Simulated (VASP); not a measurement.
Crystal: Na2I.

```
CELL_PARAMETERS angstrom
4.77910 0.00000 0.00000
-2.38955 4.13882 0.00000
0.00000 0.00000 5.06871
ATOMIC_POSITIONS crystal
Na 0.33333 0.66667 0.00000
Na 0.66667 0.33333 0.00000
I 0.00000 0.00000 0.50000
```

| Property | Result |
| --- | --- |
| Program | VASP 6.6.1 |
| Task | relaxation of cell and atoms |
| Functional | PBE |
| Potentials or basis | VASP PAW PBE potentials, release 64 (Na_pv, I) |
| Cutoff | 600 eV |
| k mesh | 6 × 6 × 4 |
| Occupations | gaussian, width 0.1 eV |
| Spin | no spin polarisation |

At the start: pressure 1.6 GPa; volume 33.42 Å³/atom.

**Question.** How do energy, volume and symmetry change on relaxing?

**Answer.** Over 12 steps the energy falls by 152.9 meV/atom and the volume is 36.25 Å³/atom (+8.5 %); space group P6/mmm (No. 191, to 0.05 Å).

Step by step:
| step | energy change (eV) | largest force (eV/Å) | pressure (GPa) | volume (Å³) |
| --- | --- | --- | --- | --- |
| 1 | 0.0000 | 0.0000 | 1.57 | 100.26 |
| 2 | -0.1455 | 0.0000 | 0.90 | 104.99 |
| 3 | -0.3635 | 0.0000 | -0.55 | 118.81 |
| 4 | -0.3749 | 0.0000 | -0.74 | 121.78 |
| 5 | -0.4105 | 0.0000 | -0.54 | 117.22 |
| 6 | -0.4433 | 0.0000 | -0.09 | 110.37 |
| 7 | -0.3806 | 0.0000 | 1.77 | 96.80 |
| 8 | -0.4478 | 0.0000 | 0.13 | 108.22 |
| 9 | -0.4489 | 0.0000 | 0.28 | 106.61 |
| 10 | -0.4556 | 0.0000 | 0.26 | 107.77 |
| 11 | -0.4465 | 0.0000 | -0.04 | 111.07 |
| 12 | -0.4588 | 0.0000 | 0.15 | 108.74 |

Final structure:
```cif
data_structure
_symmetry_space_group_name_H-M 'P 1'
_symmetry_Int_Tables_number 1
_cell_length_a 5.6329
_cell_length_b 5.6329
_cell_length_c 3.9574
_cell_angle_alpha 90.000
_cell_angle_beta 90.000
_cell_angle_gamma 120.000
_cell_volume 108.74
loop_
_atom_site_label
_atom_site_type_symbol
_atom_site_fract_x
_atom_site_fract_y
_atom_site_fract_z
_atom_site_occupancy
Na1 Na 0.33333 0.66667 0.00000 1
Na2 Na 0.66667 0.33333 0.00000 1
I1 I 0.00000 0.00000 0.50000 1
```

Caveat: an odd number of electrons without spin polarisation forces a metal; a magnetic or distorted state may lie lower.
